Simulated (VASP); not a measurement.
# Ta (Fd-3m) in VASP: single point with HSE06

Aim: the single point of Ta with HSE06.

All numbers are computed with VASP 6.6.1; they aren't measurements. Logs are shortened: lines on timing, memory, paths and dates and some standing lists are left out, and cuts for length are marked.

## 1. The cell of the first run

It takes space group Fd-3m (No. 227, cubic). Conventional cell: a = 6.106 Å, b = 6.106 Å, c = 6.106 Å, α = 90.00°, β = 90.00°, γ = 90.00°. Ta (site symmetry -43m) has 4 Ta at 2.64 Å within 3.5 Å.

This isn't the form of Ta at room conditions, which is bcc.

## 2. Single point, HSE06

Contents of POSCAR:

```
Ta
1.0
    0.0000000000      3.0529549964      3.0529549964
    3.0529549964      0.0000000000      3.0529549964
    3.0529549964      3.0529549964      0.0000000000
Ta
2
Direct
    0.1250000000      0.1250000000      0.1250000000
    0.8750000000      0.8750000000      0.8750000000
```

Contents of INCAR.step1:

```
PREC = Accurate
ENCUT = 520
EDIFF = 1E-5
ISMEAR = -1
SIGMA = 0.1
LREAL = F
LASPH = T
NELM = 60
ALGO = Normal
ISIF = 2
LWAVE = T
LCHARG = F
NBANDS = 18
GGA = PE
```

Contents of INCAR.step2:

```
PREC = Accurate
ENCUT = 520
EDIFF = 1E-6
ISMEAR = -1
SIGMA = 0.1
LREAL = F
LASPH = T
NELM = 60
ALGO = Normal
ISIF = 2
LWAVE = F
LCHARG = F
GGA = PE
LHFCALC = T
HFSCREEN = 0.2079
PRECFOCK = Normal
NBANDS = 18
ISTART = 1
```

Contents of KPOINTS:

```
regular mesh
0
Gamma
  5 5 5
```

Potentials or basis: VASP PAW PBE potentials, release 64 (Ta_pv).

Run with:

```bash
$ cat potpaw_PBE.64/Ta_pv/POTCAR > POTCAR
$ cp INCAR.step1 INCAR
$ mpirun -np 1 vasp_std > vasp.out
$ cp INCAR.step2 INCAR
$ mpirun -np 1 vasp_std > vasp.out
```

OUTCAR:

```text
PREC = Accurate
   ENCUT = 520
   EDIFF = 1E-6
   ISMEAR = -1
   LREAL = F
   LASPH = T
   NELM = 60
   ISIF = 2
   GGA = PE
   LHFCALC = T
   HFSCREEN = 0.2079
   PRECFOCK = Normal
   ISTART = 1

 ion  position               nearest neighbor table
   1  0.125  0.125  0.125-   2 2.64   2 2.64   2 2.64   2 2.64
   2  0.875  0.875  0.875-   1 2.64   1 2.64   1 2.64   1 2.64

  LATTYP: Found a face centered cubic cell.
 ALAT       =     6.1059099928

  Lattice vectors:

 A1 = (   0.0000000000,   3.0529549964,   3.0529549964)
 A2 = (   3.0529549964,   0.0000000000,   3.0529549964)
 A3 = (   3.0529549964,   3.0529549964,   0.0000000000)

Analysis of symmetry for initial positions (statically):
=====================================================================
 Subroutine PRICEL returns:
 Original cell was already a primitive cell.

 Routine SETGRP: Setting up the symmetry group for a
 face centered cubic supercell.

 Subroutine GETGRP returns: Found 48 space group operations
 (whereof 12 operations were pure point group operations)
 out of a pool of 48 trial point group operations.

The static configuration has the point symmetry D_3d.
 The point group associated with its full space group is O_h .

Analysis of symmetry for dynamics (positions and initial velocities):
=====================================================================
 Subroutine PRICEL returns:
 Original cell was already a primitive cell.

 Routine SETGRP: Setting up the symmetry group for a
 face centered cubic supercell.

 Subroutine GETGRP returns: Found 48 space group operations
 (whereof 12 operations were pure point group operations)
 out of a pool of 48 trial point group operations.

The dynamic configuration has the point symmetry D_3d.
 The point group associated with its full space group is O_h .

 Subroutine INISYM returns: Found 48 space group operations
 (whereof 12 operations are pure point group operations),
 and found     1 'primitive' translations

----------------------------------------------------------------------------------------

                                     Primitive cell

  volume of cell :      56.9103

  direct lattice vectors                    reciprocal lattice vectors
     0.000000000  3.052954996  3.052954996    -0.163775752  0.163775752  0.163775752
     3.052954996  0.000000000  3.052954996     0.163775752 -0.163775752  0.163775752
     3.052954996  3.052954996  0.000000000     0.163775752  0.163775752 -0.163775752

  length of vectors
     4.317530361  4.317530361  4.317530361     0.283667923  0.283667923  0.283667923

  position of ions in fractional coordinates (direct lattice)
     0.125000000  0.125000000  0.125000000
     0.875000000  0.875000000  0.875000000

  ion indices of the primitive-cell ions
   primitive index   ion index
                 1           1
                 2           2

----------------------------------------------------------------------------------------

 KPOINTS: regular mesh

Automatic generation of k-mesh.
 Grid dimensions read from file:
 generate k-points for:    5    5    5

 Generating k-lattice:

  Cartesian coordinates                     Fractional coordinates (reciprocal lattice)
    -0.032755150  0.032755150  0.032755150     0.200000000  0.000000000  0.000000000
     0.032755150 -0.032755150  0.032755150     0.000000000  0.200000000  0.000000000
     0.032755150  0.032755150 -0.032755150     0.000000000  0.000000000  0.200000000

  Length of vectors
     0.056733585  0.056733585  0.056733585

  Shift w.r.t. Gamma in fractional coordinates (k-lattice)
     0.000000000  0.000000000  0.000000000

 Subroutine IBZKPT returns following result:
 ===========================================

 Found     10 irreducible k-points:

 Following reciprocal coordinates:
            Coordinates               Weight
  0.000000  0.000000  0.000000      1.000000
  0.200000  0.000000  0.000000      8.000000
  0.400000  0.000000  0.000000      8.000000
  0.200000  0.200000  0.000000      6.000000
  0.400000  0.200000  0.000000     24.000000
 -0.400000  0.200000  0.000000     24.000000
 -0.200000  0.200000  0.000000     12.000000
  0.400000  0.400000  0.000000      6.000000
 -0.400000  0.400000  0.000000     12.000000
 -0.400000  0.400000  0.200000     24.000000
   k-points           NKPTS =     10   k-points in BZ     NKDIM =    125   number of bands    NBANDS=     18
   number of dos      NEDOS =    301   number of ions     NIONS =      2
   total plane-waves  NPLWV =  32768
   dimension x,y,z NGX =    32 NGY =   32 NGZ =   32
   dimension x,y,z NGXF=    64 NGYF=   64 NGZF=   64
   ions per type =               2
   NGX,Y,Z   is equivalent  to a cutoff of  12.32, 12.32, 12.32 a.u.
   NGXF,Y,Z  is equivalent  to a cutoff of  24.64, 24.64, 24.64 a.u.
 SYSTEM =  unknown system
   PREC   = accura    normal or accurate (medium, high low for compatibility)
   ISTART =      1    job   : 0-new  1-cont  2-samecut
   ICHARG =      0    charge: 1-file 2-atom 10-const
   ISPIN  =      1    spin polarized calculation?
   LNONCOLLINEAR =      F non collinear calculations
   LSORBIT =      F    spin-orbit coupling
   LASPH  =      T    aspherical Exc in radial PAW
   ENCUT  =  520.0 eV  38.22 Ry    6.18 a.u.   8.03  8.03  8.03*2*pi/ulx,y,z
   NELM   =     60;   NELMIN=  2; NELMDL=  0     # of ELM steps
   EDIFF  = 0.1E-05   stopping-criterion for ELM
   LREAL  =      F    real-space projection
   EDIFFG = 0.1E-04   stopping-criterion for IOM
   NSW    =      0    number of steps for IOM
   IBRION =     -1    ionic relax: 0-MD 1-quasi-New 2-CG
   NFREE  =      0    steps in history (QN), initial steepest desc. (CG)
   ISIF   =      2    stress and relaxation
   ISYM   =      3    0-nonsym 1-usesym 2-fastsym
   POTIM  = 0.5000    time-step for ionic-motion
   TEBEG  =    0.0;   TEEND  =   0.0 temperature during run
   PSTRESS=    0.0 pullay stress
   NELECT =      22.0000    total number of electrons
   NUPDOWN=      -1.0000    fix difference up-down
   EMIN   =  10.00;   EMAX   =-10.00  energy-range for DOS
   EFERMI =   0.00;   METHOD = LEGACY
   ISMEAR =    -1;   SIGMA  =   0.10  broadening in eV -4-tet -1-fermi 0-gaus
   EFERMI_NEDOS =   21; number of points for ismear=-14 and -15
   IALGO  =     38    algorithm
   IMIX   =      1    mixing-type and parameters
     AMIX     =   0.40;   BMIX     =  1.00
     AMIX_MAG =   1.60;   BMIX_MAG =  1.00
  volume/ion in A,a.u.               =      28.46       192.02
  Fermi-wavevector in a.u.,A,eV,Ry     =   1.192574  2.253638 19.350650  1.422233
  Thomas-Fermi vector in A             =   2.328609
   LORBIT       =      0    0 simple, 1 ext, 2 COOP (PROOUT), +10 PAW based schemes
   GGA     = PE    functional components
   LHFCALC =     T    Hartree Fock is set to
   PRECFOCK=normal    Normal, Fast or Accurate (Low or Medium for compatibility)
   ENCUT4O =  -1.0   cutoff for four orbital integrals eV
   NKREDX  =     1    reduce k-point grid by
   NKREDY  =     1    reduce k-point grid by
   NKREDZ  =     1    reduce k-point grid by
   AEXX    =    0.2500 exact exchange contribution
   HFSCREEN=    0.2079 screening length (either q_TF or 0.3 A-1)
   HFSCREENC=   0.2079 screening length for correlation (either q_TF or 0.3 A-1)
   ENCUTFOCK=  -1.0 apply spherical cutoff to Coloumb kernel
   IVDW    =     0    specifies the selected vdW correction
   LEPSILON=     F    determine dielectric tensor
   LRPA    =     F    only Hartree local field effects (RPA)
 non-spin polarized calculation
  energy-cutoff  :      520.00
  volume of cell :       56.91
 maximum number of plane-waves:      1539
  NGX = 28; NGY = 28; NGZ = 28

 number of electron      22.0000002 magnetization

 Free energy of the ion-electron system (eV)
  ---------------------------------------------------
  ext. energy  EPLUGINS =         0.00000000
  ---------------------------------------------------
  free energy    TOTEN  =       -20.31824419 eV

  energy without entropy =      -20.21387527  energy(sigma->0) =      -20.26605973

 E-fermi :   1.8792     XC(G=0):  -8.3201

 val. band max:        1.7734695076   @ k =   0.4000   0.2000   0.0000
 cond. band min:       1.9037906088   @ k =   0.4000   0.4000   0.0000
 fundamental gap:      0.1303211012
 Fermi energy:         1.8792140838

 k-point     1 :       0.0000    0.0000    0.0000
  band No.  band energies     occupation
      1     -34.7503      2.00000
      2     -34.7503      2.00000
      3     -34.7503      2.00000
      4     -33.8768      2.00000
      5     -33.8768      2.00000
      6     -33.8768      2.00000
[... 10 lines left out ...]
     17       8.6091      0.00000
     18      12.3552      0.00000

 k-point     2 :       0.2000    0.0000    0.0000
  band No.  band energies     occupation
      1     -34.7884      2.00000
      2     -34.7884      2.00000
      3     -34.7528      2.00000
      4     -33.8824      2.00000
      5     -33.8353      2.00000
      6     -33.8353      2.00000
[... 10 lines left out ...]
     17       8.4008      0.00000
     18      11.6537      0.00000

 k-point     3 :       0.4000    0.0000    0.0000
  band No.  band energies     occupation
      1     -34.8433      2.00000
      2     -34.8433      2.00000
      3     -34.7603      2.00000
      4     -33.8889      2.00000
      5     -33.7746      2.00000
      6     -33.7746      2.00000
[... 10 lines left out ...]
     17       7.6171      0.00000
     18       7.9982      0.00000

 k-point     4 :       0.2000    0.2000    0.0000
  band No.  band energies     occupation
      1     -34.8315      2.00000
      2     -34.8315      2.00000
      3     -34.6727      2.00000
      4     -33.9693      2.00000
      5     -33.7889      2.00000
      6     -33.7889      2.00000
[... 81 lines left out ...]
      4     -34.1991      2.00000
      5     -33.6712      2.00000
      6     -33.6712      2.00000
[... 10 lines left out ...]
     17       8.5655      0.00000
     18       8.7315      0.00000

 k-point     9 :      -0.4000    0.4000    0.0000
  band No.  band energies     occupation
      1     -34.9757      2.00000
      2     -34.9358      2.00000
      3     -34.4048      2.00000
      4     -34.2523      2.00000
      5     -33.6746      2.00000
      6     -33.6438      2.00000
[... 10 lines left out ...]
     17       7.8888      0.00000
     18       7.9435      0.00000

 k-point    10 :      -0.4000    0.4000    0.2000
  band No.  band energies     occupation
      1     -34.9668      2.00000
      2     -34.9261      2.00000
      3     -34.4694      2.00000
      4     -34.1792      2.00000
      5     -33.6900      2.00000
      6     -33.6556      2.00000
[... 10 lines left out ...]
     17       8.0979      0.00000
     18       8.2406      0.00000

------------------------ aborting loop because EDIFF is reached ----------------------------------------

  FORCE on cell =-STRESS in cart. coord.  units (eV):
  Direction    XX          YY          ZZ          XY          YZ          ZX
  --------------------------------------------------------------------------------------
  -------------------------------------------------------------------------------------
  Total       -0.6052606     -0.6052606     -0.6052606      0.0000000      0.0000000      0.0000000
  in kB      -17.0396936    -17.0396936    -17.0396936      0.0000000      0.0000000      0.0000000
  external PRESSURE =     -17.0396936 kB  Pullay stress =       0.0000000 kB

 VOLUME and BASIS-vectors are now :
 -----------------------------------------------------------------------------
  energy-cutoff  :      520.00
  volume of cell :       56.91
      direct lattice vectors                 reciprocal lattice vectors
     0.000000000  3.052954996  3.052954996    -0.163775752  0.163775752  0.163775752
     3.052954996  0.000000000  3.052954996     0.163775752 -0.163775752  0.163775752
     3.052954996  3.052954996  0.000000000     0.163775752  0.163775752 -0.163775752

 POSITION                                       TOTAL-FORCE (eV/Angst)
 -----------------------------------------------------------------------------------
      0.76324      0.76324      0.76324        -0.000000      0.000000      0.000000
      5.34267      5.34267      5.34267         0.000000     -0.000000     -0.000000
 -----------------------------------------------------------------------------------
    total drift:                                0.000000      0.000000     -0.000000

  FREE ENERGIE OF THE ION-ELECTRON SYSTEM (eV)
  ---------------------------------------------------
  free  energy   TOTEN  =       -20.3182441856 eV

  energy  without entropy=      -20.2138752704  energy(sigma->0) =      -20.26605973
```

It took 42 min on 1 thread of AMD EPYC 7R13 (Zen 3), shared host; peak memory 0.28 GiB.

Results:

```
Free energy            : -20.3182 eV
Pressure               : -1.7 GPa
Band gap on the k mesh : zero (bands 11 and 12 overlap by 0.70 eV)
```

Levels at points of the mesh, in eV from the Fermi level:
```
           k point  band 7  band 8  band 9  band 10  band 11  band 12  band 13  band 14  band 15  band 16
(0.00, 0.00, 0.00)   -6.39   -0.96   -0.96    -0.45    -0.45    -0.45     2.36     2.36     2.36     6.73
```

Caveat: the PAW data sets were made with another functional, which shifts forces and pressure a little; spin-orbit coupling is left out, which moves the levels of the heavy elements.

The gap in the log of VASP goes by the Fermi energy; the results here count the filled bands.